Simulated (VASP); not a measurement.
FePt, 2 atoms in the cell. It takes space group P4/mmm (No. 123, tetragonal). The conventional cell has a = 2.687 Å, b = 2.687 Å, c = 3.717 Å, α = 90.00°, β = 90.00°, γ = 90.00°. Within 3.5 Å of Fe (site symmetry 4/mmm) lie 8 Pt at 2.66 Å and 4 Fe at 2.69 Å. Within 3.5 Å of Pt (site symmetry 4/mmm) lie 8 Fe at 2.66 Å and 4 Pt at 2.69 Å. 

- Program: VASP 6.6.1
- Task: single point
- Functional: PBEsol
- Potentials or basis: VASP PAW PBE potentials, release 64 (Fe, Pt)
- Cutoff: 600 eV
- k mesh: 13 × 13 × 9
- Occupations: gaussian, width 0.1 eV
- Spin: collinear spin, ferromagnetic start
- Starting moments: [3.17, 0.41] μB
- Dipole correction: no
- Further INCAR settings: ALGO = Normal; EDIFF = 1e-06; NBANDS = 20

Potentials or basis: VASP PAW PBE potentials, release 64 (Fe, Pt).

Launch:

```console
$ cat potpaw_PBE.64/Fe/POTCAR potpaw_PBE.64/Pt/POTCAR > POTCAR
$ mpirun -np 1 vasp_std > vasp.out
```

Hardware: 1 thread of Intel Xeon 8259CL (shared host).

Q: Estimate the wall time of this run.

A: Wall time 3.6 min on 1 thread of Intel Xeon 8259CL (shared host), peak memory 0.27 GiB. Counts: scf iterations 15, k points 140.
